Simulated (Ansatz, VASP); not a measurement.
**Al in VASP and in Ansatz**

```
Al
1.0
     0.00000    1.96069    2.15676
     1.96069    0.00000    2.15676
     1.96069    1.96069    0.00000
Al
1
Cartesian
  0.0000 0.0000 0.0000
```

Alike in both runs: task single point; functional PBE; dispersion D3(BJ); k mesh 22 × 22 × 22; occupations gaussian, width 0.15 eV; no spin polarisation.

```csv
,VASP,Ansatz
version,VASP 6.6.1,Ansatz 0.2.0
potentials or method,"VASP PAW PBE potentials, release 64 (Al), cutoff 520 eV","scalar-relativistic, plane waves, PAW"
valence electrons in the cell,3,3
```

VASP gave:

```
gap on the k mesh at the Fermi level (eV)                     : none
pressure (GPa)                                                : -3.2
traceless stress, the component that is largest in VASP (GPa) : -3.50
```

**Question.** Which values does Ansatz return?

**Answer.** gap on the k mesh at the Fermi level (eV): none; pressure (GPa): -3.1; traceless stress, the component that is largest in VASP (GPa): -3.51.

A gap of «none» marks a metal or a gap that the smearing closes.
